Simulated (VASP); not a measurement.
Write the native input for VASP 6.6.1 that does the following.

```
Task                   : single point
Functional             : r2SCAN
Potentials or basis    : VASP PAW PBE potentials, release 64 (Ti_sv, O)
Cutoff                 : 520 eV
k mesh                 : 10 × 10 × 10
Occupations            : fermi-dirac, width 0.05 eV
Spin                   : no spin polarisation
Dipole correction      : no
Further INCAR settings : ALGO = Normal; EDIFF = 1e-06; NBANDS = 19
```

The system is TiO2.

```
CELL_PARAMETERS angstrom
1.49733 0.86448 6.98154
-1.49733 0.86448 6.98154
0.00000 -1.72897 6.98154
ATOMIC_POSITIONS crystal
Ti 0.00000 0.00000 0.00000
O 0.37953 0.37953 0.37953
O 0.62047 0.62047 0.62047
```

These files were run (other wordings do the same):

POSCAR

```
TiO2
1.0
    1.4973312015      0.8644845722      6.9815443949
   -1.4973312015      0.8644845722      6.9815443949
    0.0000000000     -1.7289691445      6.9815443949
Ti O
1 2
Direct
    0.0000000000      0.0000000000      0.0000000000
    0.3795330000      0.3795330000      0.3795330000
    0.6204670000      0.6204670000      0.6204670000
```

INCAR.step1

```
SYSTEM = TiO2
PREC = Accurate ; ENCUT = 520
ISMEAR = -1 ; SIGMA = 0.05
LREAL = .False. ; LASPH = .True.
NELM = 60 ; NBANDS = 19
GGA = PE ; ALGO = Normal
EDIFF = 1E-4 ; LWAVE = .True.
LCHARG = .False.
```

INCAR.step2

```
SYSTEM = TiO2
PREC = Accurate ; ENCUT = 520
EDIFF = 1E-6 ; ISMEAR = -1
SIGMA = 0.05 ; LREAL = .False.
LASPH = .True. ; NELM = 60
ALGO = Normal ; ISIF = 2
LWAVE = .False. ; LCHARG = .False.
METAGGA = R2SCAN ; LMIXTAU = .True.
NBANDS = 19 ; ISTART = 1
```

KPOINTS

```
regular mesh
0
Gamma
  10 10 10
  0 0 0
```

Potentials or basis: VASP PAW PBE potentials, release 64 (Ti_sv, O).

Launch:

```console
$ cat potpaw_PBE.64/Ti_sv/POTCAR potpaw_PBE.64/O/POTCAR > POTCAR
$ cp INCAR.step1 INCAR
$ mpirun -np 1 vasp_std > vasp.out
$ cp INCAR.step2 INCAR
$ mpirun -np 1 vasp_std > vasp.out
```

It gave:

| Item | Value |
| --- | --- |
| Pressure | -2.6 GPa |
| Largest force | 0.356 eV/Å |
| Band gap on the k mesh | 3.09 eV (least direct gap 3.30 eV) |

Caveat: the PAW data sets were made with another functional, which shifts forces and pressure a little.

It took 36 min on 1 thread of Intel(R) Xeon(R) Platinum 8488C (Sapphire Rapids), on a shared host, peak memory 0.49 GiB.
